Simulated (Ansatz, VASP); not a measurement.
LaNb4O: VASP beside Ansatz

```
La Nb O
1.0
     4.95608    0.00000    0.00000
     0.00000    4.95608    0.00000
     0.00000    0.00000    4.74732
La Nb O
1 4 1
Direct
  0.50000 0.50000 0.00000
  0.00000 0.50000 0.76244
  0.50000 0.00000 0.76244
  0.00000 0.50000 0.23756
  0.50000 0.00000 0.23756
  0.00000 0.00000 0.00000
```

Alike in both runs: task relaxation of cell and atoms; functional PBE; k mesh 4 × 4 × 4; occupations gaussian, width 0.1 eV; no spin polarisation.

```csv
,VASP,Ansatz
version,VASP 6.6.1,Ansatz 0.2.0
potentials or method,"VASP PAW PBE potentials, release 64 (La, Nb_sv, O), cutoff 600 eV","scalar-relativistic, plane waves, PAW"
valence electrons in the cell,69,69
```

VASP gave:

```
gap on the k mesh at the Fermi level, each at its own relaxed structure (eV) : none
relaxed volume (Å³/atom)                                                     : 18.90
relaxed cell length with the largest relative difference (Å)                 : 7.729
```

Question: Estimate Ansatz's values.

Answer: gap on the k mesh at the Fermi level, each at its own relaxed structure (eV): none; relaxed volume (Å³/atom): 21.72; relaxed cell length with the largest relative difference (Å): 9.346.

A gap of «none» marks a metal or a gap that the smearing closes. One of these differences is far larger than is usual between the two programs; its cause wasn't traced.

Neither program's run includes spin-orbit coupling.
